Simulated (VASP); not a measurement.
A run of VASP 6.6.1 is set up as follows.

INCAR

```
PREC     = Accurate       # precision mode
ENCUT    = 520            # plane-wave cutoff, eV
EDIFF    = 1E-6           # SCF threshold, eV
ISMEAR   = -1             # smearing method
SIGMA    = 0.05           # smearing width, eV
LREAL    = F              # projectors in reciprocal space
LASPH    = T              # aspherical terms in the spheres
NELM     = 150            # most SCF steps
ALGO     = Normal         # electronic algorithm
ISIF     = 2              # what is computed and relaxed
LWAVE    = F              # write WAVECAR
LCHARG   = T              # write CHGCAR
ISPIN    = 2              # spin polarisation
MAGMOM   = 0.5 0.5 0.5    # initial moments
LORBIT   = 11             # projections on sites
LMAXMIX  = 4              # l up to which the mixer works
LELF     = T              # ELF
LVHAR    = T            
NBANDS   = 26             # bands
```

Contents of KPOINTS:

```
Automatic mesh
0
Gamma
  9 9 14
```

Contents of POSCAR:

```
Pd
1.0
    4.3264875602      0.0000000000      0.0000000000
   -2.1632437801      3.7468481363      0.0000000000
    0.0000000000      0.0000000000      2.5671586312
Pd
3
Direct
    0.0000000000      1.0000000000      0.0000000000
    0.3333333333      0.6666666667      0.5000000000
    0.6666666667      0.3333333333      0.5000000000
```

Potentials or basis: VASP PAW LDA potentials, release 64 (Pd).

The run is started by

```bash
$ cat potpaw_LDA.64/Pd/POTCAR > POTCAR
$ mpirun -np 1 vasp_std > vasp.out
```

Problem. Estimate the band gap on the k mesh.

Solution. Zero (filled and empty bands overlap).

Problem. Predict the pressure.

Solution. 10.2 GPa.

Stress tensor (GPa, compression positive):
```
 9.82  0.00  0.00
 0.00  9.82  0.00
 0.00  0.00 10.93
```
